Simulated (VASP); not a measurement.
Write the native input for VASP 6.6.1 that does the following.

```yaml
Task: single point
Functional: PBEsol
Potentials_or_basis: VASP PAW PBE potentials, release 64 (Ca_sv, S)
Cutoff: 500 eV
k_mesh: 6 × 6 × 6
Occupations: gaussian, width 0.1 eV
Spin: no spin polarisation
Dipole_correction: no
Further_INCAR_settings: ALGO = Normal; EDIFF = 1e-06; NBANDS = 15
```

The structure of CaS lies in POSCAR:

```
CaS
1.0
    0.0000000000      3.0726356943      3.0726356943
    3.0726356943      0.0000000000      3.0726356943
    3.0726356943      3.0726356943      0.0000000000
Ca S
1 1
Direct
    0.0000000000      0.0000000000      0.0000000000
    0.5000000000      0.5000000000      0.5000000000
```

This cell differs from its parent crystal: Ba replaced by Ca, lengths x 0.927, strained.

The input as run:

INCAR

```
SYSTEM = CaS
ALGO = Normal
EDIFF = 1E-6
ENCUT = 500
GGA = PS
GGA_COMPAT = .FALSE.
ISIF = 2
ISMEAR = 0
LASPH = .TRUE.
LCHARG = .TRUE.
LELF = .TRUE.
LREAL = .FALSE.
LVHAR = .TRUE.
LWAVE = .FALSE.
NBANDS = 15
NELM = 120
PREC = Accurate
SIGMA = 0.1
```

KPOINTS

```
k-points
0
G
  6 6 6
  0 0 0
```

Potentials or basis: VASP PAW PBE potentials, release 64 (Ca_sv, S).

Command:

```console
$ cat potpaw_PBE.64/Ca_sv/POTCAR potpaw_PBE.64/S/POTCAR > POTCAR
$ mpirun -np 1 vasp_std > vasp.out
```

It gave:

```yaml
Pressure: -9.3 GPa
Band_gap_on_the_k_mesh: 2.60 eV, indirect (least direct gap 2.74 eV)
```

Caveat: the cell differs from its parent crystal (Ba replaced by Ca, lengths x 0.927, strained); the PAW data sets were made with another functional, which shifts forces and pressure a little.

Run time: 16 s on 1 thread of AMD EPYC 7R13, on a shared host, peak memory 0.15 GiB.
